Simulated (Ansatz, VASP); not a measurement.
# Two plane-wave programs on BaTe

```
Ba Te
1.0
     4.43296    0.00000    0.00000
     0.00000    4.43296    0.00000
     0.00000    0.00000    4.09197
Ba Te
1 1
Direct
  0.00000 0.00000 0.00000
  0.50000 0.50000 0.50000
```

Change from the starting cell: strain +0.040 along x and y, -0.040 along z, atoms carried along.

Alike in both runs: task single point; functional PBEsol; k mesh 6 × 6 × 6; occupations gaussian, width 0.05 eV; no spin polarisation.

|  | VASP | Ansatz |
| --- | --- | --- |
| version | VASP 6.6.1 | Ansatz 0.2.0 |
| potentials or method | VASP PAW PBE potentials, release 64 (Ba_sv, Te), cutoff 520 eV | scalar-relativistic, plane waves, PAW |
| valence electrons in the cell | 16 | 26 |

VASP gave:

```
gap on the k mesh at the Fermi level (eV)                     : 0.24
least direct gap on the mesh (eV)                             : 0.24
pressure (GPa)                                                : -2.7
traceless stress, the component that is largest in VASP (GPa) : 3.72
```

Task: Estimate Ansatz's values.

Result: gap on the k mesh at the Fermi level (eV): 0.33; least direct gap on the mesh (eV): 0.33; pressure (GPa): -3.1; traceless stress, the component that is largest in VASP (GPa): 3.71.

VASP's potentials were made for PBE, not for PBEsol. VASP's potentials hold 16 valence electrons a cell and Ansatz's 26, so a difference there can come from the potentials and not from the codes.

Neither program's run includes spin-orbit coupling.
